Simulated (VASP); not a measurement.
# Lu (P6_3/mmc) in VASP: further runs, part 2 of 2

VASP 6.6.1. The steps go on from the part before.

## 3. Single point, PBE (12.51 Å³/atom)

Input file INCAR:

```
SYSTEM = Lu
PREC = Accurate
ENCUT = 520
EDIFF = 1E-6
ISMEAR = -1
SIGMA = 0.05
LREAL = .False.
LASPH = .True.
NELM = 80
ALGO = Normal
ISIF = 2
LWAVE = .False.
LCHARG = .False.
GGA = PE
NBANDS = 32
```

Input file KPOINTS:

```
regular mesh
0
Gamma
  14 14 8
  0 0 0
```

Input file POSCAR:

```
Lu
1.0
    2.5757012692      0.0000000000      0.0000000000
   -1.2878506346      2.2306227317      0.0000000000
    0.0000000000      0.0000000000      4.3558218009
Lu
2
Direct
    0.3333333333      0.6666666667      0.2500000000
    0.6666666667      0.3333333333      0.7500000000
```

Potentials or basis: VASP PAW PBE potentials, release 64 (Lu).

Command:

```
> cat potpaw_PBE.64/Lu/POTCAR > POTCAR
> mpirun -np 1 vasp_std > vasp.out
```

OUTCAR:

```text
SYSTEM = Lu
   PREC = Accurate
   ENCUT = 520
   EDIFF = 1E-6
   ISMEAR = -1
   LREAL = .False.
   LASPH = .True.
   NELM = 80
   ISIF = 2
   GGA = PE

 ion  position               nearest neighbor table
   1  0.333  0.667  0.250-   2 2.64   2 2.64   2 2.64   2 2.64   2 2.64   2 2.64   2 3.69   2 3.69
                             2 3.69   2 3.69   2 3.69   2 3.69
   2  0.667  0.333  0.750-   1 2.64   1 2.64   1 2.64   1 2.64   1 2.64   1 2.64   1 3.69   1 3.69
                             1 3.69   1 3.69   1 3.69   1 3.69

  LATTYP: Found a hexagonal cell.
 ALAT       =     2.5757012692
 C/A-ratio  =     1.6911207262

  Lattice vectors:

 A1 = (   2.5757012692,   0.0000000000,   0.0000000000)
 A2 = (  -1.2878506346,   2.2306227317,   0.0000000000)
 A3 = (   0.0000000000,   0.0000000000,   4.3558218009)

Analysis of symmetry for initial positions (statically):
=====================================================================
 Subroutine PRICEL returns:
 Original cell was already a primitive cell.

 Routine SETGRP: Setting up the symmetry group for a
 hexagonal supercell.

 Subroutine GETGRP returns: Found 24 space group operations
 (whereof 12 operations were pure point group operations)
 out of a pool of 24 trial point group operations.

The static configuration has the point symmetry D_3d.
 The point group associated with its full space group is D_6h.

Analysis of symmetry for dynamics (positions and initial velocities):
=====================================================================
 Subroutine PRICEL returns:
 Original cell was already a primitive cell.

 Routine SETGRP: Setting up the symmetry group for a
 hexagonal supercell.

 Subroutine GETGRP returns: Found 24 space group operations
 (whereof 12 operations were pure point group operations)
 out of a pool of 24 trial point group operations.

[... 113 lines left out ...]
   NUPDOWN=      -1.0000    fix difference up-down
   EMIN   =  10.00;   EMAX   =-10.00  energy-range for DOS
   EFERMI =   0.00;   METHOD = LEGACY
   ISMEAR =    -1;   SIGMA  =   0.05  broadening in eV -4-tet -1-fermi 0-gaus
   EFERMI_NEDOS =   21; number of points for ismear=-14 and -15
   IALGO  =     38    algorithm
   IMIX   =      4    mixing-type and parameters
     AMIX     =   0.40;   BMIX     =  1.00
     AMIX_MAG =   1.60;   BMIX_MAG =  1.00
  volume/ion in A,a.u.               =      12.51        84.44
  Fermi-wavevector in a.u.,A,eV,Ry     =   2.061900  3.896426 57.844237  4.251431
  Thomas-Fermi vector in A             =   3.061877
   LORBIT       =      0    0 simple, 1 ext, 2 COOP (PROOUT), +10 PAW based schemes
   GGA     = PE    functional components
   LHFCALC =     F    Hartree Fock is set to
   AEXX    =    0.0000 exact exchange contribution
   IVDW    =     0    specifies the selected vdW correction
   LEPSILON=     F    determine dielectric tensor
   LRPA    =     F    only Hartree local field effects (RPA)
 non-spin polarized calculation
  energy-cutoff  :      520.00
  volume of cell :       25.03
 maximum number of plane-waves:       701
 NGX is ok and might be reduce to    20
   NGX =  9   NGY =  9   NGZ = 17

 number of electron      50.0000019 magnetization

 Free energy of the ion-electron system (eV)
  ---------------------------------------------------
  ext. energy  EPLUGINS =         0.00000000
  ---------------------------------------------------
  free energy    TOTEN  =        -0.22095534 eV

  energy without entropy =       -0.20794192  energy(sigma->0) =       -0.21444863

 E-fermi :   6.3899     XC(G=0): -15.6856

 val. band max:        6.3791545395   @ k =   0.3571   0.2143   0.5000
 cond. band min:       6.4082429317   @ k =   0.2143   0.2143   0.3750
 fundamental gap:      0.0290883922
 Fermi energy:         6.3899124430

 k-point     1 :       0.0000    0.0000    0.0000
  band No.  band energies     occupation
      1     -50.0401      2.00000
      2     -49.2474      2.00000
      3     -23.1222      2.00000
      4     -18.3691      2.00000
      5     -18.3691      2.00000
      6     -18.0591      2.00000
[... 829 lines left out ...]
     31      16.9238      0.00000
     32      17.0128      0.00000

 [... further k-points ...]

------------------------ aborting loop because EDIFF is reached ----------------------------------------

  FORCE on cell =-STRESS in cart. coord.  units (eV):
  Direction    XX          YY          ZZ          XY          YZ          ZX
  --------------------------------------------------------------------------------------
  -------------------------------------------------------------------------------------
  Total       25.8272592     25.8272592     25.6427208      0.0000000      0.0000000      0.0000000
  in kB     1653.4732876   1653.4732877   1641.6590562      0.0000000      0.0000000      0.0000000
  external PRESSURE =    1649.5352105 kB  Pullay stress =       0.0000000 kB

 VOLUME and BASIS-vectors are now :
 -----------------------------------------------------------------------------
  energy-cutoff  :      520.00
  volume of cell :       25.03
      direct lattice vectors                 reciprocal lattice vectors
     2.575701269  0.000000000  0.000000000     0.388243781  0.224152652  0.000000000
    -1.287850635  2.230622732  0.000000000     0.000000000  0.448305303  0.000000000
     0.000000000  0.000000000  4.355821801     0.000000000  0.000000000  0.229577803

 POSITION                                       TOTAL-FORCE (eV/Angst)
 -----------------------------------------------------------------------------------
     -0.00000      1.48708      1.08896        -0.000000      0.000000      0.000000
      1.28785      0.74354      3.26687         0.000000     -0.000000      0.000000
 -----------------------------------------------------------------------------------
    total drift:                                0.000000     -0.000000      0.000000

  FREE ENERGIE OF THE ION-ELECTRON SYSTEM (eV)
  ---------------------------------------------------
  free  energy   TOTEN  =        -0.2209553394 eV

  energy  without entropy=       -0.2079419198  energy(sigma->0) =       -0.21444863
```

OSZICAR:

```text
N       E                     dE             d eps       ncg     rms          rms(c)
DAV:   1     0.191646339018E+03    0.19165E+03   -0.17360E+04 11408   0.477E+03
DAV:   2     0.232638960537E+02   -0.16838E+03   -0.15906E+03  8248   0.505E+02
DAV:   3     0.109065073772E+01   -0.22173E+02   -0.21347E+02  9336   0.118E+02
DAV:   4    -0.826307296664E+00   -0.19170E+01   -0.18882E+01 12248   0.291E+01
DAV:   5    -0.868451861686E+00   -0.42145E-01   -0.42088E-01  9632   0.434E+00    0.121E+01
DAV:   6    -0.413358180758E-01    0.82712E+00   -0.57097E+00 11368   0.788E+01    0.664E+00
DAV:   7    -0.102033193847E+00   -0.60697E-01   -0.70758E-01 12096   0.136E+01    0.341E+00
DAV:   8    -0.205150881162E+00   -0.10312E+00   -0.27373E-01 14424   0.299E+00    0.140E+00
DAV:   9    -0.221628715179E+00   -0.16478E-01   -0.71163E-02 11008   0.409E+00    0.640E-01
DAV:  10    -0.220889696560E+00    0.73902E-03   -0.20999E-02 11224   0.335E+00    0.584E-02
DAV:  11    -0.220943786508E+00   -0.54090E-04   -0.14414E-03 12256   0.432E-01    0.153E-02
DAV:  12    -0.220958497837E+00   -0.14711E-04   -0.15033E-04 11880   0.923E-02    0.105E-02
DAV:  13    -0.220955949975E+00    0.25479E-05   -0.13412E-05 10440   0.701E-02    0.464E-03
DAV:  14    -0.220955339406E+00    0.61057E-06   -0.11002E-06  6104   0.191E-02
   1 F= -.22095534E+00 E0= -.21444863E+00  d E =-.130134E-01
```

stdout:

```text
POSCAR found type information on POSCAR Lu
 POSCAR found :  1 types and       2 ions
 scaLAPACK will be used
 LDA part: xc-table for (Slater+PW92), standard interpolation
 POSCAR, INCAR and KPOINTS ok, starting setup
 FFT: planning ... GRIDC
 FFT: planning ... GRID_SOFT
 FFT: planning ... GRID
 WAVECAR not read
 entering main loop
```

Wall time 2.3 min (1 thread of Intel Xeon 8259CL, shared host); peak memory 0.21 GiB.

What came out:

```
Free energy            : -0.2210 eV
Pressure               : 165.0 GPa
Band gap on the k mesh : zero (bands 25 and 26 overlap by 3.61 eV)
```

Caveat: the cell stands under pressure; spin-orbit coupling is left out, which moves the levels of the heavy elements.

The gap in the log of VASP goes by the Fermi energy; the results here count the filled bands.